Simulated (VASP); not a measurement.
# Cs: single point with LDA

Cs:

```
Cs
1.0
     3.79027    0.00000    0.00000
    -1.89513    3.28247    0.00000
     0.00000    0.00000   12.07388
Cs
4
Direct
  0.00000 0.00000 0.00000
  0.00000 0.00000 0.50000
  0.33333 0.66667 0.25000
  0.66667 0.33333 0.75000
```

This isn't the form of Cs at room conditions, which is bcc.

```json
{
  "Program": "VASP 6.6.1",
  "Task": "single point",
  "Functional": "LDA",
  "Potentials or basis": "VASP PAW LDA potentials, release 64 (Cs_sv)",
  "Cutoff": "500 eV",
  "k mesh": "10 × 10 × 3",
  "Occupations": "fermi-dirac, width 0.05 eV",
  "Spin": "no spin polarisation"
}
```

| Quantity | Value |
| --- | --- |
| Pressure | 5.1 GPa |
| Band gap on the k mesh | zero (bands 18 and 19 overlap by 0.89 eV) |

Levels at points of the mesh, in eV from the Fermi level:
| k point | band 14 | band 15 | band 16 | band 17 | band 18 | band 19 | band 20 | band 21 | band 22 | band 23 |
| --- | --- | --- | --- | --- | --- | --- | --- | --- | --- | --- |
| (0.00, 0.00, 0.00) | -9.46 | -9.46 | -9.36 | -1.60 | -0.70 | -0.31 | -0.26 | 2.49 | 2.49 | 2.62 |
| (0.50, 0.00, 0.00) | -10.14 | -9.87 | -9.78 | -1.23 | -1.08 | -0.56 | -0.06 | 0.53 | 1.11 | 1.23 |

It took 46 s on 1 thread of AMD EPYC 9R45 96-Core Processor (Zen 5) (shared host), peak memory 0.2 GiB.

Caveat: the cell stands under pressure; spin-orbit coupling is left out, which moves the levels of the heavy elements.
